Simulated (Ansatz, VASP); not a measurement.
# Ga: VASP beside Ansatz

The input INCAR:

```
  PREC = Accurate
  ENCUT = 600
  EDIFF = 1E-6
  ISMEAR = -1
  SIGMA = 0.05
  LREAL = False
  LASPH = True
  NELM = 100
  ALGO = Fast
  ISIF = 3
  LWAVE = False
  LCHARG = False
  GGA = PS
  IVDW = 12
  IBRION = 2
  NSW = 60
  EDIFFG = -0.01
```

The input KPOINTS:

```
regular mesh
0
Gamma
  13 13 13
```

The input POSCAR:

```
Ga
1.0
   -1.3843987196      1.3843987196      2.3112238365
    1.3843987196     -1.3843987196      2.3112238365
    1.3843987196      1.3843987196     -2.3112238365
Ga
1
Direct
    0.0000000000      0.0000000000      0.0000000000
```

Contents of input.yaml:

```yaml
crystal:
  lattice:
    - [-1.3843987196, 1.3843987196, 2.3112238365]
    - [1.3843987196, -1.3843987196, 2.3112238365]
    - [1.3843987196, 1.3843987196, -2.3112238365]
  atoms:
    - { symbol: Ga, position: [0.0, 0.0, 0.0] }
hamiltonian:
  xc: pbesol
  pseudopotentials: { kind: paw }
  dispersion: d3bj
kpoints:
  mp_grid: { grid: [13, 13, 13] }
scf:
  occupations: { method: fermi_dirac, width: 0.05 }
output:
  forces: true
  stress: true
  eigenvalues: true
  write_density: true
  write_potential: true
  elf: true
  volumetric_format: npy
relax:
  f_tol: 0.01
  max_steps: 40
  cell: { stress_tol: 0.05 }
```

Alike in both runs: task relaxation of cell and atoms; functional PBEsol; dispersion D3(BJ); k mesh 13 × 13 × 13; occupations fermi-dirac, width 0.05 eV; no spin polarisation.

|  | VASP | Ansatz |
| --- | --- | --- |
| version | VASP 6.6.1 | Ansatz 0.2.0 |
| potentials or method | VASP PAW PBE potentials, release 64 (Ga_d) | Ansatz PAW |
| plane-wave cutoff (eV) | 600 | 420 |
| valence electrons in the cell | 13 | 13 |

Ansatz gave:

```
gap on the k mesh at the Fermi level, each at its own relaxed structure (eV) : none
relaxed volume (Å³/atom)                                                     : 16.76
relaxed cell length with the largest relative difference (Å)                 : 2.953
```

Problem. Estimate VASP's values.

Solution. gap on the k mesh at the Fermi level, each at its own relaxed structure (eV): none; relaxed volume (Å³/atom): 16.77; relaxed cell length with the largest relative difference (Å): 2.954.

VASP's potentials were made for PBE, not for PBEsol. A gap of «none» marks a metal or a gap that the smearing closes.

Noted on Ansatz's run: the plane-wave basis is chosen anew once the cell has moved, so the energies of steps on either side of that aren't comparable.
